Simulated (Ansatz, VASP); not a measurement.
**Two plane-wave programs on CdSe**

Contents of INCAR:

```
SYSTEM = CdSe
PREC = Accurate ; ENCUT = 520
EDIFF = 1E-6 ; ISMEAR = 0
SIGMA = 0.05 ; LREAL = .False.
LASPH = .True. ; NELM = 60
ALGO = Normal ; ISIF = 2
LWAVE = .False. ; LCHARG = .False.
GGA = PS ; NBANDS = 16
```

Contents of KPOINTS:

```
Automatic mesh
0
Gamma
  10 10 10
  0 0 0
```

File POSCAR:

```
CdSe
1.0
    0.0000000000      2.8892441262      3.0413096065
    3.0413096065      0.0000000000      3.0413096065
    3.0413096065      2.8892441262      0.0000000000
Cd Se
1 1
Direct
    0.0000000000      0.0000000000      0.0000000000
    0.7500000000      0.7500000000      0.7500000000
```

Input for Ansatz:

```yaml
crystal:
  lattice:
    - [0.0, 2.8892441262, 3.0413096065]
    - [3.0413096065, 0.0, 3.0413096065]
    - [3.0413096065, 2.8892441262, 0.0]
  atoms:
    - { symbol: Cd, position: [0.0, 0.0, 0.0] }
    - { symbol: Se, position: [0.75, 0.75, 0.75] }
basis:
  ecutwfc: 420
kpoints:
  mp_grid: { grid: [10, 10, 10] }
hamiltonian:
  xc: pbesol
scf:
  occupations: { method: gaussian, width: 0.05 }
output:
  forces: true
  stress: true
  eigenvalues: true
```

Change from the starting cell: engineering shear strain xz +0.0000, normal strain along z -0.0500.

Alike in both runs: task single point; functional PBEsol; k mesh 10 × 10 × 10; occupations gaussian, width 0.05 eV; no spin polarisation.

|  | VASP | Ansatz |
| --- | --- | --- |
| version | VASP 6.6.1 | Ansatz 0.2.0 |
| potentials or method | VASP PAW PBE potentials, release 64 (Cd, Se), cutoff 520 eV | scalar-relativistic, plane waves, PAW |
| valence electrons in the cell | 18 | 36 |

|  | VASP | Ansatz | Ansatz less VASP |
| --- | --- | --- | --- |
| gap on the k mesh at the Fermi level (eV) | 0.48 | 0.47 | -0.005 |
| least direct gap on the mesh (eV) | 0.48 | 0.47 | -0.005 |
| pressure (GPa) | 3.3 | 2.9 | -0.42 |
| traceless stress, the component that is largest in VASP (GPa) | 0.41 | 0.42 | +0.016 |

VASP's potentials were made for PBE, not for PBEsol. VASP's potentials hold 18 valence electrons a cell and Ansatz's 36, so a difference there can come from the potentials and not from the codes.
